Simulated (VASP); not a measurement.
# Cs (Fm-3m) in VASP: a series of runs

The runs below take Cs through single point, relaxation of cell and atoms, with LDA.

Everything below comes from runs of VASP 6.6.1. Logs are shortened: lines on timing, memory, paths and dates and some standing lists are left out, and cuts for length are marked.

**1. The cell of the first run**

Symmetry: Fm-3m, No. 225, cubic system. The conventional cell has a = 7.267 Å, b = 7.267 Å, c = 7.267 Å, α = 90.00°, β = 90.00°, γ = 90.00°.

This isn't the form of Cs at room conditions, which is bcc.

**2. Single point, LDA**

File INCAR:

```
SYSTEM = Cs
PREC = Accurate ; ENCUT = 500
EDIFF = 1E-6 ; ISMEAR = -1
SIGMA = 0.05 ; LREAL = .FALSE.
LASPH = .TRUE. ; NELM = 120
ALGO = Normal ; ISIF = 2
LWAVE = .FALSE. ; LCHARG = .FALSE.
GGA = CA ; NBANDS = 10
GGA_COMPAT = .FALSE.
```

File KPOINTS:

```
regular mesh
0
G
  10 10 10
  0 0 0
```

File POSCAR:

```
Cs
1.0
    0.0000000000      3.6337111148      3.6337111148
    3.6337111148      0.0000000000      3.6337111148
    3.6337111148      3.6337111148      0.0000000000
Cs
1
Direct
    0.0000000000      0.0000000000      0.0000000000
```

Potentials or basis: VASP PAW LDA potentials, release 64 (Cs_sv).

On the command line:

```bash
> cat potpaw_LDA.64/Cs_sv/POTCAR > POTCAR
> mpirun -np 1 vasp_std > vasp.out
```

OUTCAR:

```text
SYSTEM = Cs
   PREC = Accurate
   ENCUT = 500
   EDIFF = 1E-6
   ISMEAR = -1
   LREAL = .FALSE.
   LASPH = .TRUE.
   NELM = 120
   ISIF = 2
   GGA = CA

 ion  position               nearest neighbor table
   1  0.000  0.000  0.000-

  LATTYP: Found a face centered cubic cell.
 ALAT       =     7.2674222296

  Lattice vectors:

 A1 = (   0.0000000000,   3.6337111148,   3.6337111148)
 A2 = (   3.6337111148,   0.0000000000,   3.6337111148)
 A3 = (   3.6337111148,   3.6337111148,   0.0000000000)

Analysis of symmetry for initial positions (statically):
=====================================================================
 Subroutine PRICEL returns:
 Original cell was already a primitive cell.

 Routine SETGRP: Setting up the symmetry group for a
 face centered cubic supercell.

 Subroutine GETGRP returns: Found 48 space group operations
 (whereof 48 operations were pure point group operations)
 out of a pool of 48 trial point group operations.

The static configuration has the point symmetry O_h .

Analysis of symmetry for dynamics (positions and initial velocities):
=====================================================================
 Subroutine PRICEL returns:
 Original cell was already a primitive cell.

 Routine SETGRP: Setting up the symmetry group for a
 face centered cubic supercell.

 Subroutine GETGRP returns: Found 48 space group operations
 (whereof 48 operations were pure point group operations)
 out of a pool of 48 trial point group operations.

The dynamic configuration has the point symmetry O_h .

 Subroutine INISYM returns: Found 48 space group operations
 (whereof 48 operations are pure point group operations),
 and found     1 'primitive' translations

----------------------------------------------------------------------------------------

                                     Primitive cell

  volume of cell :      95.9580

  direct lattice vectors                    reciprocal lattice vectors
     0.000000000  3.633711115  3.633711115    -0.137600372  0.137600372  0.137600372
     3.633711115  0.000000000  3.633711115     0.137600372 -0.137600372  0.137600372
     3.633711115  3.633711115  0.000000000     0.137600372  0.137600372 -0.137600372

  length of vectors
     5.138843540  5.138843540  5.138843540     0.238330835  0.238330835  0.238330835

  position of ions in fractional coordinates (direct lattice)
     0.000000000  0.000000000  0.000000000

  ion indices of the primitive-cell ions
   primitive index   ion index
                 1           1

----------------------------------------------------------------------------------------

 KPOINTS: regular mesh

Automatic generation of k-mesh.
 Grid dimensions read from file:
 generate k-points for:   10   10   10

 Generating k-lattice:

  Cartesian coordinates                     Fractional coordinates (reciprocal lattice)
    -0.013760037  0.013760037  0.013760037     0.100000000  0.000000000  0.000000000
     0.013760037 -0.013760037  0.013760037     0.000000000  0.100000000  0.000000000
     0.013760037  0.013760037 -0.013760037     0.000000000  0.000000000  0.100000000

  Length of vectors
     0.023833083  0.023833083  0.023833083

  Shift w.r.t. Gamma in fractional coordinates (k-lattice)
     0.000000000  0.000000000  0.000000000

 Subroutine IBZKPT returns following result:
 ===========================================

 Found     47 irreducible k-points:

 Following reciprocal coordinates:
            Coordinates               Weight
  0.000000  0.000000  0.000000      1.000000
  0.100000  0.000000  0.000000      8.000000
  0.200000  0.000000  0.000000      8.000000
  0.300000  0.000000  0.000000      8.000000
  0.400000  0.000000  0.000000      8.000000
  0.500000  0.000000  0.000000      4.000000
[... 16 lines left out ...]
  0.300000  0.300000  0.000000      6.000000
  0.400000  0.300000  0.000000     24.000000
 [... further k-points ...]
   k-points           NKPTS =     47   k-points in BZ     NKDIM =     47   number of bands    NBANDS=     10
   number of dos      NEDOS =    301   number of ions     NIONS =      1
   total plane-waves  NPLWV =  64000
   dimension x,y,z NGX =    40 NGY =   40 NGZ =   40
   dimension x,y,z NGXF=    80 NGYF=   80 NGZF=   80
   ions per type =               1
   NGX,Y,Z   is equivalent  to a cutoff of  12.94, 12.94, 12.94 a.u.
   NGXF,Y,Z  is equivalent  to a cutoff of  25.88, 25.88, 25.88 a.u.
 SYSTEM =  Cs
   PREC   = accura    normal or accurate (medium, high low for compatibility)
   ISTART =      0    job   : 0-new  1-cont  2-samecut
   ICHARG =      2    charge: 1-file 2-atom 10-const
   ISPIN  =      1    spin polarized calculation?
   LNONCOLLINEAR =      F non collinear calculations
   LSORBIT =      F    spin-orbit coupling
   LASPH  =      T    aspherical Exc in radial PAW
   ENCUT  =  500.0 eV  36.75 Ry    6.06 a.u.   9.37  9.37  9.37*2*pi/ulx,y,z
   NELM   =    120;   NELMIN=  2; NELMDL= -5     # of ELM steps
   EDIFF  = 0.1E-05   stopping-criterion for ELM
   LREAL  =      F    real-space projection
   EDIFFG = 0.1E-04   stopping-criterion for IOM
   NSW    =      0    number of steps for IOM
   IBRION =     -1    ionic relax: 0-MD 1-quasi-New 2-CG
   NFREE  =      0    steps in history (QN), initial steepest desc. (CG)
   ISIF   =      2    stress and relaxation
   ISYM   =      2    0-nonsym 1-usesym 2-fastsym
   POTIM  = 0.5000    time-step for ionic-motion
   TEBEG  =    0.0;   TEEND  =   0.0 temperature during run
   PSTRESS=    0.0 pullay stress
   NELECT =       9.0000    total number of electrons
   NUPDOWN=      -1.0000    fix difference up-down
   EMIN   =  10.00;   EMAX   =-10.00  energy-range for DOS
   EFERMI =   0.00;   METHOD = LEGACY
   ISMEAR =    -1;   SIGMA  =   0.05  broadening in eV -4-tet -1-fermi 0-gaus
   EFERMI_NEDOS =   21; number of points for ismear=-14 and -15
   IALGO  =     38    algorithm
   IMIX   =      4    mixing-type and parameters
     AMIX     =   0.40;   BMIX     =  1.00
     AMIX_MAG =   1.60;   BMIX_MAG =  1.00
  volume/ion in A,a.u.               =      95.96       647.56
  Fermi-wavevector in a.u.,A,eV,Ry     =   0.743810  1.405597  7.527466  0.553253
  Thomas-Fermi vector in A             =   1.839013
   LORBIT       =      0    0 simple, 1 ext, 2 COOP (PROOUT), +10 PAW based schemes
   GGA     = CA    functional components
   LHFCALC =     F    Hartree Fock is set to
   AEXX    =    0.0000 exact exchange contribution
   IVDW    =     0    specifies the selected vdW correction
   LEPSILON=     F    determine dielectric tensor
   LRPA    =     F    only Hartree local field effects (RPA)
 non-spin polarized calculation
  energy-cutoff  :      500.00
  volume of cell :       95.96
 maximum number of plane-waves:      2454
 NGX is ok and might be reduce to    40
   NGX = 19   NGY = 19   NGZ = 19

 number of electron       9.0000000 magnetization

 Free energy of the ion-electron system (eV)
  ---------------------------------------------------
  ext. energy  EPLUGINS =         0.00000000
  ---------------------------------------------------
  free energy    TOTEN  =        -0.99692508 eV

  energy without entropy =       -0.98504941  energy(sigma->0) =       -0.99098725

 E-fermi :   0.7627     XC(G=0):  -6.0274

 val. band max:        0.7428452391   @ k =   0.4000   0.4000   0.0000
 cond. band min:       0.8212365312   @ k =   0.5000   0.3000   0.1000
 fundamental gap:      0.0783912921
 Fermi energy:         0.7627105765

 k-point     1 :       0.0000    0.0000    0.0000
  band No.  band energies     occupation
      1     -22.9478      2.00000
      2      -9.6453      2.00000
      3      -9.6453      2.00000
      4      -9.6453      2.00000
      5      -1.0981      2.00000
      6       3.2606      0.00000
      7       3.2606      0.00000
      8       3.2606      0.00000
      9       4.5331      0.00000
     10       4.5331      0.00000

 k-point     2 :       0.1000    0.0000    0.0000
  band No.  band energies     occupation
      1     -22.9464      2.00000
      2      -9.6711      2.00000
      3      -9.6485      2.00000
      4      -9.6485      2.00000
      5      -0.9705      2.00000
      6       3.0493      0.00000
      7       3.3196      0.00000
      8       3.3196      0.00000
      9       4.4259      0.00000
     10       4.4259      0.00000

 k-point     3 :       0.2000    0.0000    0.0000
  band No.  band energies     occupation
      1     -22.9428      2.00000
      2      -9.7373      2.00000
      3      -9.6570      2.00000
      4      -9.6570      2.00000
      5      -0.6133      2.00000
      6       2.6314      0.00000
      7       3.3958      0.00000
      8       3.3958      0.00000
      9       4.3421      0.00000
     10       4.3421      0.00000

 k-point     4 :       0.3000    0.0000    0.0000
  band No.  band energies     occupation
      1     -22.9383      2.00000
      2      -9.8163      2.00000
      3      -9.6675      2.00000
      4      -9.6675      2.00000
      5      -0.1052      2.00000
      6       2.2366      0.00000
      7       3.3033      0.00000
      8       3.3033      0.00000
      9       4.6277      0.00000
     10       4.6277      0.00000
[... 222 lines left out ...]
 k-point    22 :      -0.2000    0.2000    0.0000
  band No.  band energies     occupation
      1     -22.9367      2.00000
      2      -9.8037      2.00000
      3      -9.7164      2.00000
      4      -9.6662      2.00000
      5       0.0974      2.00000
      6       2.2797      0.00000
      7       2.7656      0.00000
      8       3.6557      0.00000
      9       3.9442      0.00000
     10       5.2957      0.00000

 k-point    23 :       0.3000    0.3000    0.0000
  band No.  band energies     occupation
      1     -22.9351      2.00000
      2      -9.8080      2.00000
      3      -9.7056      2.00000
      4      -9.7056      2.00000
      5       0.1980      1.99998
      6       2.0480      0.00000
      7       2.7185      0.00000
      8       4.0691      0.00000
      9       4.0691      0.00000
     10       5.1053      0.00000

 k-point    24 :       0.4000    0.3000    0.0000
  band No.  band energies     occupation
      1     -22.9322      2.00000
      2      -9.8410      2.00000
      3      -9.7240      2.00000
      4      -9.7158      2.00000
      5       0.5771      1.95233
      6       1.9001      0.00000
      7       2.4868      0.00000
      8       4.1771      0.00000
      9       4.4507      0.00000
     10       5.4067      0.00000

 [... further k-points ...]

------------------------ aborting loop because EDIFF is reached ----------------------------------------

  FORCE on cell =-STRESS in cart. coord.  units (eV):
  Direction    XX          YY          ZZ          XY          YZ          ZX
  --------------------------------------------------------------------------------------
  -------------------------------------------------------------------------------------
  Total        0.0066364      0.0066364      0.0066364      0.0000000      0.0000000      0.0000000
  in kB        0.1108051      0.1108051      0.1108051      0.0000000      0.0000000      0.0000000
  external PRESSURE =       0.1108051 kB  Pullay stress =       0.0000000 kB

 VOLUME and BASIS-vectors are now :
 -----------------------------------------------------------------------------
  energy-cutoff  :      500.00
  volume of cell :       95.96
      direct lattice vectors                 reciprocal lattice vectors
     0.000000000  3.633711115  3.633711115    -0.137600372  0.137600372  0.137600372
     3.633711115  0.000000000  3.633711115     0.137600372 -0.137600372  0.137600372
     3.633711115  3.633711115  0.000000000     0.137600372  0.137600372 -0.137600372

 POSITION                                       TOTAL-FORCE (eV/Angst)
 -----------------------------------------------------------------------------------
      0.00000      0.00000      0.00000         0.000000      0.000000      0.000000
 -----------------------------------------------------------------------------------
    total drift:                               -0.000000     -0.000000     -0.000000

  FREE ENERGIE OF THE ION-ELECTRON SYSTEM (eV)
  ---------------------------------------------------
  free  energy   TOTEN  =        -0.9969250823 eV

  energy  without entropy=       -0.9850494122  energy(sigma->0) =       -0.99098725
```

Wall time 42 s (1 thread of AMD EPYC 7R13, shared host); peak memory 0.17 GiB.

Results:

```yaml
Free_energy: -0.9969 eV
Pressure: 0.0 GPa
Band_gap_on_the_k_mesh: zero (an odd number of electrons rules out a gap without spin polarisation)
```

Levels at points of the mesh, in eV from the Fermi level:
```csv
k point,band 2,band 3,band 4,band 5,band 6,band 7,band 8,band 9
"(0.00, 0.00, 0.00)",-10.41,-10.41,-10.41,-1.86,2.50,2.50,2.50,3.77
"(0.50, 0.00, 0.00)",-10.66,-10.44,-10.44,-0.12,1.05,2.34,2.34,4.74
"(0.50, 0.50, 0.00)",-10.65,-10.50,-10.50,0.14,0.91,1.81,4.60,4.60
```

Caveat: spin-orbit coupling is left out, which moves the levels of the heavy elements.

**3. Relaxation of cell and atoms, LDA**

File INCAR:

```
SYSTEM = Cs
  PREC = Accurate
  ENCUT = 500
  EDIFF = 1E-7
  ISMEAR = -1
  SIGMA = 0.05
  LREAL = .False.
  LASPH = .True.
  NELM = 120
  ALGO = Normal
  ISIF = 3
  LWAVE = .False.
  LCHARG = .False.
  IBRION = 2
  NSW = 60
  EDIFFG = -0.005
  GGA_COMPAT = .False.
  NELMIN = 4
```

File KPOINTS:

```
Automatic mesh
0
Gamma
  10 10 10
  0 0 0
```

POSCAR is that of step 2.

Potentials or basis: VASP PAW LDA potentials, release 64 (Cs_sv).

On the command line:

```bash
> cat potpaw_LDA.64/Cs_sv/POTCAR > POTCAR
> mpirun -np 1 vasp_std > vasp.out
```

It took 98 s on 1 thread of AMD EPYC 7R13, shared host; peak memory 0.18 GiB.

The run converged. Its results:

```
Free energy                           : -0.9969 eV
Relaxed volume                        : 96.43 Å³/atom
Relaxed cell                          : a = 5.147 Å, b = 5.147 Å, c = 5.147 Å, α = 60.00°, β = 60.00°, γ = 60.00°
Space group after relaxing (to 0.1 Å) : Fm-3m (No. 225)
Energy gained by relaxing             : 0.0 meV/atom
Ionic steps                           : 3
Pressure after relaxing               : 0.0 GPa
Band gap on the k mesh                : zero (an odd number of electrons rules out a gap without spin polarisation)
```

Final structure:
```
CELL_PARAMETERS angstrom
0.00000 3.63961 3.63961
3.63961 0.00000 3.63961
3.63961 3.63961 0.00000
ATOMIC_POSITIONS crystal
Cs 0.00000 0.00000 0.00000
```

Levels at points of the mesh, in eV from the Fermi level:
```csv
k point,band 1,band 2,band 3,band 4,band 5,band 6,band 7,band 8
"(0.00, 0.00, 0.00)",-23.71,-10.41,-10.41,-10.41,-1.86,2.50,2.50,2.50
"(0.50, 0.00, 0.00)",-23.70,-10.66,-10.44,-10.44,-0.12,1.05,2.34,2.34
"(0.50, 0.50, 0.00)",-23.69,-10.65,-10.50,-10.50,0.15,0.91,1.80,4.58
```

Caveat: spin-orbit coupling is left out, which moves the levels of the heavy elements.

**4. Relaxation of cell and atoms, LDA**

File INCAR:

```
PREC = Accurate
ENCUT = 500
EDIFF = 1E-7
ISMEAR = -1
SIGMA = 0.05
LREAL = F
LASPH = T
NELM = 120
ALGO = Normal
ISIF = 3
LWAVE = F
LCHARG = F
GGA = CA
IBRION = 2
NSW = 45
EDIFFG = -0.005
GGA_COMPAT = F
NELMIN = 4
```

File KPOINTS:

```
regular mesh
0
Gamma
  10 10 10
```

POSCAR is that of step 3.

On the command line:

```bash
> cat potpaw_LDA.64/Cs_sv/POTCAR > POTCAR
> mpirun -np 1 vasp_std > vasp.out
```

Wall time 89 s (1 thread of AMD EPYC 7R13, shared host); peak memory 0.18 GiB.

The run converged. Its results:

| Item | Value |
| --- | --- |
| Free energy | -0.9969 eV |
| Relaxed volume | 96.43 Å³/atom |
| Relaxed cell | a = 5.147 Å, b = 5.147 Å, c = 5.147 Å, α = 60.00°, β = 60.00°, γ = 60.00° |
| Space group after relaxing (to 0.1 Å) | Fm-3m (No. 225) |
| Energy gained by relaxing | 0.0 meV/atom |
| Ionic steps | 3 |
| Pressure after relaxing | 0.0 GPa |
| Band gap on the k mesh | zero (an odd number of electrons rules out a gap without spin polarisation) |

Final structure:
```
Cs
1.0
     0.00000    3.63961    3.63961
     3.63961    0.00000    3.63961
     3.63961    3.63961    0.00000
Cs
1
Direct
  0.00000 0.00000 0.00000
```

Levels at points of the mesh, in eV from the Fermi level:
```
           k point  band 3  band 4  band 5  band 6  band 7  band 8
(0.00, 0.00, 0.00)  -10.41  -10.41   -1.86    2.50    2.50    2.50
(0.50, 0.00, 0.00)  -10.44  -10.44   -0.12    1.05    2.34    2.34
(0.50, 0.50, 0.00)  -10.50  -10.50    0.15    0.91    1.80    4.58
```

Caveat: spin-orbit coupling is left out, which moves the levels of the heavy elements.
